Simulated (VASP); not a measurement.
Write the native input for VASP 6.6.1 that does the following.

```
Task                   : relaxation of cell and atoms
Functional             : PBE
Potentials or basis    : VASP PAW PBE potentials, release 64 (Si, C)
Cutoff                 : 600 eV
k mesh                 : 12 × 12 × 4
Occupations            : gaussian, width 0.02 eV
Spin                   : no spin polarisation
Dipole correction      : no
Further INCAR settings : ALGO = Normal; EDIFF = 1e-07; IBRION = 2; EDIFFG = -0.01; NSW = 65; ISIF = 3
```

The structure of SiC lies in POSCAR:

```
SiC
1.0
    3.0919380072      0.0000000000      0.0000000000
   -1.5459690036      2.6776968612      0.0000000000
    0.0000000000      0.0000000000      7.6114352892
Si C
3 3
Direct
    0.0000000000      0.0000000000      0.0000000000
    0.3333333333      0.6666666667      0.3333333333
    0.6666666667      0.3333333333      0.6666666667
    0.0000000000      0.0000000000      0.2500000000
    0.3333333333      0.6666666667      0.5833333333
    0.6666666667      0.3333333333      0.9166666667
```

The input as run:

INCAR

```
PREC     = Accurate       # precision mode
ENCUT    = 600            # plane-wave cutoff, eV
EDIFF    = 1E-7           # SCF threshold, eV
ISMEAR   = 0              # smearing method
SIGMA    = 0.02           # smearing width, eV
LREAL    = F              # projectors in reciprocal space
LASPH    = T              # aspherical terms in the spheres
NELM     = 60             # most SCF steps
ALGO     = Normal         # electronic algorithm
ISIF     = 3              # what is computed and relaxed
LWAVE    = F              # write WAVECAR
LCHARG   = F              # write CHGCAR
GGA      = PE             # functional
IBRION   = 2              # ionic algorithm
NSW      = 65             # ionic steps
EDIFFG   = -0.01          # ionic threshold
```

KPOINTS

```
regular mesh
0
Gamma
  12 12 4
```

Potentials or basis: VASP PAW PBE potentials, release 64 (Si, C).

The run is started by

```bash
$ cat potpaw_PBE.64/Si/POTCAR potpaw_PBE.64/C/POTCAR > POTCAR
$ mpirun -np 1 vasp_std > vasp.out
```

Results of the run:

| Property | Result |
| --- | --- |
| Relaxed volume | 10.49 Å³/atom |
| Relaxed cell | a = 3.096 Å, b = 3.096 Å, c = 7.583 Å, α = 90.00°, β = 90.00°, γ = 120.00° |
| Space group after relaxing (to 0.05 Å) | F-43m (No. 216) |
| Energy gained by relaxing | 0.3 meV/atom |
| Ionic steps | 4 |
| Pressure after relaxing | 0.0 GPa |
| Largest force after relaxing | 0.009 eV/Å |
| Band gap on the k mesh | 1.37 eV |

It took 110 s on 1 thread of Intel(R) Xeon(R) 6975P-C (Granite Rapids), with other jobs on the host, peak memory 0.25 GiB.
